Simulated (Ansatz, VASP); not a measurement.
WC in VASP and in Ansatz

Contents of INCAR:

```
SYSTEM = WC
PREC     = Accurate       ! precision mode
ENCUT    = 520            ! plane-wave cutoff, eV
EDIFF    = 1E-8           ! SCF threshold, eV
ISMEAR   = -1             ! smearing method
SIGMA    = 0.02           ! smearing width, eV
LREAL    = .False.        ! projectors in reciprocal space
LASPH    = .True.         ! aspherical terms in the spheres
NELM     = 150            ! most SCF steps
ALGO     = Normal         ! electronic algorithm
ISIF     = 2              ! what is computed and relaxed
LWAVE    = .False.        ! write WAVECAR
LCHARG   = .False.        ! write CHGCAR
ISPIN    = 2              ! spin polarisation
MAGMOM   = 2 0            ! initial moments
LORBIT   = 11             ! projections on sites
LMAXMIX  = 4              ! l up to which the mixer works
GGA      = PE             ! functional
LEFG     = .True.       
NBANDS   = 20             ! bands
```

Contents of KPOINTS:

```
Automatic mesh
0
Gamma
  11 11 10
  0 0 0
```

Contents of POSCAR:

```
WC
1.0
    2.9065000000      0.0000000000      0.0000000000
   -1.4532500000      2.5171028361      0.0000000000
    0.0000000000      0.0000000000      2.8366000000
W C
1 1
Direct
    0.0000000000      0.0000000000      0.0000000000
    0.6666666667      0.3333333333      0.5000000000
```

Input for Ansatz:

```yaml
crystal:
  lattice:
    - [2.9065, 0.0, 0.0]
    - [-1.45325, 2.5171028361, 0.0]
    - [0.0, 0.0, 2.8366]
  atoms:
    - { symbol: W, position: [0.0, 0.0, 0.0], spin: 2.0 }
    - { symbol: C, position: [0.6666666667, 0.3333333333, 0.5] }
magnetization:
  spin_polarized: true
kpoints:
  mp_grid: { grid: [11, 11, 10] }
scf:
  occupations: { method: fermi_dirac, width: 0.02 }
hamiltonian:
  xc: pbe
  pseudopotentials: { kind: paw }
output:
  forces: true
  stress: true
  populations: true
  efg: { contact_densities: true }
  write_density: true
  write_potential: true
  elf: true
  volumetric_format: npy
```

Alike in both runs: task electric field gradients; functional PBE; k mesh 11 × 11 × 10; occupations fermi-dirac, width 0.02 eV; collinear spin.

```csv
,VASP,Ansatz
version,VASP 6.6.1,Ansatz 0.2.0
potentials or method,"VASP PAW PBE potentials, release 64 (W_sv, C)","plane-wave PAW, scalar-relativistic"
plane-wave cutoff (eV),520,420
valence electrons in the cell,18,18
```

Ansatz gave:

| Quantity | Value |
| --- | --- |
| pressure (GPa) | 5.7 |
| traceless stress, the component that is largest in VASP (GPa) | -0.21 |
| net moment per atom (μB) | 0.00 |
| size of Vzz on the site where it differs most (V/Å²) | 125.6 |

Problem. Estimate VASP's values.

Solution. Pressure (GPa): 6.8; traceless stress, the component that is largest in VASP (GPa): -0.01; net moment per atom (μB): 0.00; size of Vzz on the site where it differs most (V/Å²): 130.3.

Ansatz's warnings: seeded moment not kept.

Spin-orbit coupling is off throughout.
